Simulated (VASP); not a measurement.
Wanted: the native input for a VASP 6.6.1 run.

- Task: single point
- Functional: LDA
- Potentials or basis: VASP PAW LDA potentials, release 64 (Sc_sv, F)
- Cutoff: 520 eV
- k mesh: 6 × 6 × 6
- Occupations: gaussian, width 0.05 eV
- Spin: no spin polarisation
- Dipole correction: no
- Further INCAR settings: ALGO = Normal; EDIFF = 1e-06; NBANDS = 24

The structure of ScF3 lies in POSCAR:

```
ScF3
1.0
    4.3334460000      0.0000000000      0.0000000000
    0.0000000000      4.3334460000      0.0000000000
    0.0000000000      0.0000000000      3.8519520000
Sc F
1 3
Direct
    0.0000000000      0.0000000000      0.0000000000
    0.5000000000      0.0000000000      0.0000000000
    0.0000000000      0.5000000000      0.0000000000
    0.0000000000      0.0000000000      0.5000000000
```

This cell differs from its parent crystal: strain +0.080 along x and y, -0.040 along z.

These files were run (other wordings do the same):

INCAR

```
SYSTEM = ScF3
PREC = Accurate
ENCUT = 520
EDIFF = 1E-6
ISMEAR = 0
SIGMA = 0.05
LREAL = .False.
LASPH = .True.
NELM = 100
ALGO = Normal
ISIF = 2
LWAVE = .False.
LCHARG = .True.
GGA = CA
LELF = .True.
LVHAR = .True.
NBANDS = 24
```

KPOINTS

```
Automatic mesh
0
Gamma
  6 6 6
  0 0 0
```

Potentials or basis: VASP PAW LDA potentials, release 64 (Sc_sv, F).

The run is started by

```sh
$ cat potpaw_LDA.64/Sc_sv/POTCAR potpaw_LDA.64/F/POTCAR > POTCAR
$ mpirun -np 1 vasp_std > vasp.out
```

Results of the run:

```json
{
  "Pressure": "-8.4 GPa",
  "Band gap on the k mesh": "5.18 eV, indirect (least direct gap 5.55 eV)"
}
```

Caveat: the cell differs from its parent crystal (strain +0.080 along x and y, -0.040 along z).

Run time: 25 s on 1 thread of Intel(R) Xeon(R) 6975P-C (Granite Rapids), on a shared host, peak memory 0.19 GiB.
